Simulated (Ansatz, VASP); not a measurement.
## Te in VASP and in Ansatz

```
CELL_PARAMETERS angstrom
3.21393 0.00000 0.00000
0.00000 3.21393 0.00000
0.00000 0.00000 3.17360
ATOMIC_POSITIONS crystal
Te 0.50000 0.50000 0.50000
```

Alike in both runs: functional PBE; k mesh 16 × 16 × 18; occupations gaussian, width 0.1 eV; no spin polarisation.

Ansatz relaxed the structure, and its values are those at the end. VASP's run is a single point on that final structure, the one shown.

```csv
,VASP,Ansatz
version,VASP 6.6.1,Ansatz 0.2.0
potentials or method,"VASP PAW PBE potentials, release 64 (Te), cutoff 520 eV","scalar-relativistic, plane waves, PAW"
valence electrons in the cell,6,16
```

|  | VASP | Ansatz | Ansatz less VASP |
| --- | --- | --- | --- |
| gap on the k mesh at the Fermi level (eV) | none | none | - |
| pressure (GPa) | 0.0 | 0.0 | +0.04 |

A gap of «none» marks a metal or a gap that the smearing closes. The functional is the same, so the differences come from potentials, cutoffs and numerics. VASP's potentials hold 6 valence electrons a cell and Ansatz's 16, so a difference there can come from the potentials and not from the codes.

Neither program's run includes spin-orbit coupling.
